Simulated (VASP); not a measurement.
## ZrTa3Nb: relaxation of cell and atoms with PBE

ZrTa3Nb:

```xyz
5
Lattice="4.2702 0.0000 0.0000 0.0000 4.2702 0.0000 0.0000 0.0000 4.2702" Properties=species:S:1:pos:R:3 pbc="T T T"
Zr    2.1351    2.1351    2.1351
Ta    0.0000    2.1351    2.1351
Ta    2.1351    0.0000    2.1351
Ta    2.1351    2.1351    0.0000
Nb    0.0000    0.0000    0.0000
```

```
Program                : VASP 6.6.1
Task                   : relaxation of cell and atoms
Functional             : PBE
Potentials or basis    : VASP PAW PBE potentials, release 64 (Zr_sv, Ta_pv, Nb_sv)
Cutoff                 : 600 eV
k mesh                 : 4 × 4 × 4
Occupations            : gaussian, width 0.1 eV
Spin                   : no spin polarisation
Dipole correction      : no
Further INCAR settings : ALGO = Fast; EDIFF = 1e-06; IBRION = 2; EDIFFG = -0.04; NSW = 90; ISIF = 3
```

```
Relaxed volume                        : 22.64 Å³/atom
Relaxed cell                          : a = 4.838 Å, b = 4.838 Å, c = 4.838 Å, α = 90.00°, β = 90.00°, γ = 90.00°
Space group after relaxing (to 0.1 Å) : Pm-3m (No. 221)
Pressure after relaxing               : 0.2 GPa
Band gap on the k mesh                : zero (bands 29 and 30 overlap by 0.13 eV)
```

Final structure:
```
CELL_PARAMETERS angstrom
4.83773 0.00000 0.00000
0.00000 4.83773 0.00000
0.00000 0.00000 4.83773
ATOMIC_POSITIONS crystal
Zr 0.50000 0.50000 0.50000
Ta 0.00000 0.50000 0.50000
Ta 0.50000 0.00000 0.50000
Ta 0.50000 0.50000 0.00000
Nb 0.00000 0.00000 0.00000
```

Levels at points of the mesh, in eV from the Fermi level:
```tsv
k point	band 26	band 27	band 28	band 29	band 30	band 31	band 32	band 33
(0.00, 0.00, 0.00)	-1.49	-0.43	-0.43	-0.43	1.63	1.63	1.63	2.24
(0.50, 0.00, 0.00)	-1.07	-0.92	-0.92	-0.13	0.56	1.03	1.03	1.10
(0.50, 0.50, 0.00)	-0.67	-0.52	-0.36	-0.36	0.71	0.73	0.90	1.27
(0.50, 0.50, 0.50)	-0.08	-0.08	0.10	0.10	0.96	0.96	0.96	1.33
```

It took 19 min on 1 thread of Oxide Virtual Turin-like Processor, on a shared host, peak memory 0.19 GiB.

Caveat: the k points lie up to 0.32 Å⁻¹ apart in the final cell; the volume moved by over 15 % at a fixed basis, so the end points are rough; spin-orbit coupling is left out, which moves the levels of the heavy elements.
